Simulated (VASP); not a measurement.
Set up this calculation in VASP 6.6.1, as the native input.

* Task: single point
* Functional: PBE
* Potentials or basis: VASP PAW PBE potentials, release 64 (Ge_d, Be)
* Cutoff: 520 eV
* k mesh: 2 × 2 × 2
* Occupations: fermi-dirac, width 0.146 eV
* Spin: no spin polarisation
* Dipole correction: no
* Further INCAR settings: LREAL = Auto; ALGO = Normal; EDIFF = 1e-07; NBANDS = 90

The structure of Be2Ge lies in POSCAR:

```
Be2Ge
1.0
    0.0000000000      5.3566080218      5.3566080218
    5.3566080218      0.0000000000      5.3566080218
    5.3566080218      5.3566080218      0.0000000000
Ge Be
8 16
Direct
    0.0194571825     -0.0094631714     -0.0040173744
   -0.0074035658      0.0211452844      0.4858819218
    0.0064077864      0.4776087758      0.0205766410
    0.0128382551      0.4860651534      0.4920950888
    0.4891592757      0.0021553752     -0.0146084051
    0.4810949372     -0.0007097775      0.4808104288
    0.4922300622      0.5151557644      0.0195820750
    0.5038399280      0.4938138070      0.5144968586
    0.1514106496      0.0841003296      0.1404921728
    0.3707727898      0.3577598906      0.3736865740
    0.1167674576      0.1294489903      0.6313979829
    0.4049077310      0.3700823342      0.8649438191
    0.1358148659      0.6090247759      0.1353117490
    0.3469133811      0.9112105982      0.3594095353
    0.1208879756      0.6465896862      0.5999206003
    0.3707447870      0.9037470131      0.8408224910
    0.6628178664      0.1395860024      0.1061670926
    0.8375221748      0.4449849588      0.3649962797
    0.5739189777      0.1263484274      0.6271155153
    0.8976487509      0.3699862846      0.8862004613
    0.6449643106      0.5591587041      0.1692632719
    0.8834440528      0.8927449014      0.3665509016
    0.6662804121      0.6607237240      0.6754530078
    0.8343325630      0.9091760084      0.9000366427
```

The input as run:

INCAR

```
SYSTEM = Be2Ge
  PREC = Accurate
  ENCUT = 520
  EDIFF = 1E-7
  ISMEAR = -1
  SIGMA = 0.146
  LREAL = Auto
  LASPH = .TRUE.
  NELM = 60
  ALGO = Normal
  ISIF = 2
  LWAVE = .FALSE.
  LCHARG = .FALSE.
  GGA = PE
  NBANDS = 90
```

KPOINTS

```
Automatic mesh
0
G
  2 2 2
  0 0 0
```

Potentials or basis: VASP PAW PBE potentials, release 64 (Ge_d, Be).

The run is started by

```sh
$ cat potpaw_PBE.64/Ge_d/POTCAR potpaw_PBE.64/Be/POTCAR > POTCAR
$ mpirun -np 1 vasp_std > vasp.out
```

Results of the run:

| Item | Value |
| --- | --- |
| Pressure | 4.3 GPa |
| Largest force | 2.050 eV/Å |
| Band gap on the k mesh | 0.04 eV |

Caveat: the k points lie up to 0.51 Å⁻¹ apart; the smearing spreads over this small gap; the atoms stand as in a frame of molecular dynamics; the structure was generated, so it needn't be the stable form of Be2Ge; forces of over 1 eV/Å act on the atoms, so gaps and moduli don't describe the material at rest.

Wall time 7 min on 1 thread of Intel(R) Xeon(R) Platinum 8488C (Sapphire Rapids), on a shared host, peak memory 0.47 GiB.
